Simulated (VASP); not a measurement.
# C (Imma) in VASP: notebook

C is run at these levels: PBEsol; tasks: single point.

Everything below comes from runs of VASP 6.6.1. Logs are shortened: lines on timing, memory, paths and dates and some standing lists are left out, and cuts for length are marked.

### 1 The cell of the first run

Symmetry: Imma, No. 74, orthorhombic system. Conventional cell: a = 2.522 Å, b = 2.522 Å, c = 3.567 Å, α = 90.00°, β = 90.00°, γ = 90.00°. C (site symmetry mm2) has 4 C at 1.49 to 1.60 Å within 2.0 Å.

### 2 Single point, PBEsol

INCAR reads:

```
  PREC = Accurate
  ENCUT = 600
  EDIFF = 1E-6
  ISMEAR = 0
  SIGMA = 0.01
  LREAL = F
  LASPH = T
  NELM = 120
  ALGO = Normal
  ISIF = 2
  LWAVE = F
  LCHARG = F
  GGA = PS
  NBANDS = 11
  GGA_COMPAT = F
```

KPOINTS reads:

```
regular mesh
0
Gamma
  10 10 10
```

POSCAR reads:

```
C
1.0
    0.0000000000      1.7833700000      1.7833700000
    1.7833700000      0.0000000000      1.7833700000
    1.7833700000      1.7833700000      0.0000000000
C
2
Direct
   -0.0280368067      0.0280368067     -0.0280368067
    0.2500000000      0.2500000000      0.2500000000
```

Potentials or basis: VASP PAW PBE potentials, release 64 (C).

Started as:

```console
$ cat potpaw_PBE.64/C/POTCAR > POTCAR
$ mpirun -np 1 vasp_std > vasp.out
```

OUTCAR:

```text
PREC = Accurate
   ENCUT = 600
   EDIFF = 1E-6
   ISMEAR = 0
   LREAL = F
   LASPH = T
   NELM = 120
   ISIF = 2
   GGA = PS

 ion  position               nearest neighbor table
   1  0.972  0.028  0.972-   2 1.49   2 1.49   2 1.60   2 1.60
   2  0.250  0.250  0.250-   1 1.49   1 1.49   1 1.60   1 1.60

  LATTYP: Found a face centered cubic cell.
 ALAT       =     3.5667400000

  Lattice vectors:

 A1 = (   0.0000000000,   1.7833700000,   1.7833700000)
 A2 = (   1.7833700000,   0.0000000000,   1.7833700000)
 A3 = (   1.7833700000,   1.7833700000,   0.0000000000)

Analysis of symmetry for initial positions (statically):
=====================================================================
 Subroutine PRICEL returns:
 Original cell was already a primitive cell.

 Routine SETGRP: Setting up the symmetry group for a
 face centered cubic supercell.

 Subroutine GETGRP returns: Found  8 space group operations
 (whereof  4 operations were pure point group operations)
 out of a pool of 48 trial point group operations.

The static configuration has the point symmetry C_2v.
 The point group associated with its full space group is D_2h.

Analysis of symmetry for dynamics (positions and initial velocities):
=====================================================================
 Subroutine PRICEL returns:
 Original cell was already a primitive cell.

 Routine SETGRP: Setting up the symmetry group for a
 face centered cubic supercell.

 Subroutine GETGRP returns: Found  8 space group operations
 (whereof  4 operations were pure point group operations)
 out of a pool of 48 trial point group operations.

The dynamic configuration has the point symmetry C_2v.
 The point group associated with its full space group is D_2h.

 Subroutine INISYM returns: Found  8 space group operations
 (whereof  4 operations are pure point group operations),
 and found     1 'primitive' translations

----------------------------------------------------------------------------------------

                                     Primitive cell

  volume of cell :      11.3437

  direct lattice vectors                    reciprocal lattice vectors
     0.000000000  1.783370000  1.783370000    -0.280368067  0.280368067  0.280368067
     1.783370000  0.000000000  1.783370000     0.280368067 -0.280368067  0.280368067
     1.783370000  1.783370000  0.000000000     0.280368067  0.280368067 -0.280368067

  length of vectors
     2.522066041  2.522066041  2.522066041     0.485611737  0.485611737  0.485611737

  position of ions in fractional coordinates (direct lattice)
     0.971963193  0.028036807  0.971963193
     0.250000000  0.250000000  0.250000000

[... 87 lines left out ...]
   NELECT =       8.0000    total number of electrons
   NUPDOWN=      -1.0000    fix difference up-down
   EMIN   =  10.00;   EMAX   =-10.00  energy-range for DOS
   EFERMI =   0.00;   METHOD = LEGACY
   ISMEAR =     0;   SIGMA  =   0.01  broadening in eV -4-tet -1-fermi 0-gaus
   EFERMI_NEDOS =   21; number of points for ismear=-14 and -15
   IALGO  =     38    algorithm
   IMIX   =      4    mixing-type and parameters
     AMIX     =   0.40;   BMIX     =  1.00
     AMIX_MAG =   1.60;   BMIX_MAG =  1.00
  volume/ion in A,a.u.               =       5.67        38.28
  Fermi-wavevector in a.u.,A,eV,Ry     =   1.457203  2.753714 28.891161  2.123440
  Thomas-Fermi vector in A             =   2.574032
   LORBIT       =      0    0 simple, 1 ext, 2 COOP (PROOUT), +10 PAW based schemes
   GGA     = PS    functional components
   LHFCALC =     F    Hartree Fock is set to
   AEXX    =    0.0000 exact exchange contribution
   IVDW    =     0    specifies the selected vdW correction
   LEPSILON=     F    determine dielectric tensor
   LRPA    =     F    only Hartree local field effects (RPA)
 non-spin polarized calculation
 Gauss-broadening in eV      SIGMA  =   0.01
  energy-cutoff  :      600.00
  volume of cell :       11.34
 maximum number of plane-waves:       388
   NGX =  9   NGY =  9   NGZ =  9

 number of electron       7.9999999 magnetization

 Free energy of the ion-electron system (eV)
  ---------------------------------------------------
  ext. energy  EPLUGINS =         0.00000000
  ---------------------------------------------------
  free energy    TOTEN  =       -19.06971256 eV

  energy without entropy =      -19.06971256  energy(sigma->0) =      -19.06971256

 E-fermi :  11.3089     XC(G=0): -13.4338

 val. band max:       11.2326824633   @ k =   0.0000   0.0000   0.0000
 cond. band min:      13.5568526832   @ k =   0.4000   0.4000   0.0000
 fundamental gap:      2.3241702200
 Fermi energy:        11.3088874504

 k-point     1 :       0.0000    0.0000    0.0000
  band No.  band energies     occupation
      1     -11.8323      2.00000
      2       8.1760      2.00000
      3       9.8445      2.00000
      4      11.2327      2.00000
      5      13.9572      0.00000
      6      15.0675      0.00000
      7      16.6525      0.00000
      8      23.0336      0.00000
      9      28.5849      0.00000
     10      35.9715      0.00000
     11      36.1535      0.00000
[... 309 lines left out ...]
 k-point    24 :       0.1000    0.0000    0.4000
  band No.  band energies     occupation
      1      -7.9566      2.00000
      2      -0.8539      2.00000
      3       6.1262      2.00000
      4       7.0789      2.00000
      5      17.4932      0.00000
      6      18.3609      0.00000
      7      20.2783      0.00000
      8      23.9650      0.00000
      9      29.9444      0.00000
     10      32.1387      0.00000
     11      35.6636      0.00000

 [... further k-points ...]

------------------------ aborting loop because EDIFF is reached ----------------------------------------

  FORCE on cell =-STRESS in cart. coord.  units (eV):
  Direction    XX          YY          ZZ          XY          YZ          ZX
  --------------------------------------------------------------------------------------
  -------------------------------------------------------------------------------------
  Total       -0.0075050     -0.1834682     -0.0075050      0.0000000      0.0000000     -0.3465235
  in kB       -1.0600047    -25.9129608     -1.0600047      0.0000000      0.0000000    -48.9428071
  external PRESSURE =      -9.3443234 kB  Pullay stress =       0.0000000 kB

 VOLUME and BASIS-vectors are now :
 -----------------------------------------------------------------------------
  energy-cutoff  :      600.00
  volume of cell :       11.34
      direct lattice vectors                 reciprocal lattice vectors
     0.000000000  1.783370000  1.783370000    -0.280368067  0.280368067  0.280368067
     1.783370000  0.000000000  1.783370000     0.280368067 -0.280368067  0.280368067
     1.783370000  1.783370000  0.000000000     0.280368067  0.280368067 -0.280368067

 POSITION                                       TOTAL-FORCE (eV/Angst)
 -----------------------------------------------------------------------------------
      1.78337      3.46674      1.78337         0.000000      3.626861      0.000000
      0.89168      0.89168      0.89168         0.000000     -3.626861      0.000000
 -----------------------------------------------------------------------------------
    total drift:                                0.000000      0.000003      0.000000

  FREE ENERGIE OF THE ION-ELECTRON SYSTEM (eV)
  ---------------------------------------------------
  free  energy   TOTEN  =       -19.0697125633 eV

  energy  without entropy=      -19.0697125633  energy(sigma->0) =      -19.06971256
```

stdout:

```text
POSCAR found type information on POSCAR C
 POSCAR found :  1 types and       2 ions
 scaLAPACK will be used
 -----------------------------------------------------------------------------
|                                                                             |
|                                                                             |
|     You enforced a specific xc type in the INCAR file but a different       |
|     I HOPE YOU KNOW WHAT YOU ARE DOING!                                     |
|                                                                             |
 -----------------------------------------------------------------------------

 LDA part: xc-table for (Slater+PW92), standard interpolation
 POSCAR, INCAR and KPOINTS ok, starting setup
 FFT: planning ... GRIDC
 FFT: planning ... GRID_SOFT
 FFT: planning ... GRID
 WAVECAR not read
 entering main loop
```

Run time: 8.5 s. Hardware: 1 thread of Intel Xeon 6975P-C (Granite Rapids), shared host; peak memory 0.13 GiB.

Results:

```
Free energy            : -19.0697 eV
Pressure               : -0.9 GPa
Largest force          : 3.627 eV/Å
Band gap on the k mesh : 2.32 eV, indirect (least direct gap 2.72 eV)
```

Forces in eV/Å, atoms in the order of the input:
```
C    0.000  3.627  0.000
C    0.000 -3.627  0.000
```

Stress tensor (GPa, compression positive):
```
-0.11  0.00 -4.89
 0.00 -2.59  0.00
-4.89  0.00 -0.11
```

Levels at points of the mesh, in eV from the valence-band top:
| k point | band 1 | band 2 | band 3 | band 4 | band 5 | band 6 | band 7 | band 8 | band 9 |
| --- | --- | --- | --- | --- | --- | --- | --- | --- | --- |
| (0.00, 0.00, 0.00) | -23.06 | -3.06 | -1.39 | 0.00 | 2.72 | 3.83 | 5.42 | 11.80 | 17.35 |
| (0.50, 0.00, 0.00) | -17.08 | -15.41 | -4.92 | -3.47 | 5.74 | 6.92 | 8.84 | 14.48 | 19.01 |
| (0.00, 0.50, 0.00) | -17.41 | -14.62 | -5.32 | -3.55 | 5.10 | 7.41 | 8.06 | 13.36 | 21.10 |
| (0.50, 0.50, 0.00) | -14.38 | -14.38 | -7.78 | -7.78 | 2.88 | 2.88 | 15.53 | 15.53 | 21.43 |
| (0.50, 0.00, 0.50) | -14.69 | -13.92 | -8.42 | -7.45 | 2.63 | 3.54 | 14.40 | 16.35 | 19.80 |

Caveat: the PAW data sets were made with another functional, which shifts forces and pressure a little. PBEsol gaps usually lie below the measured ones, often by a third to a half.

(Continued in part 2 of 2.)
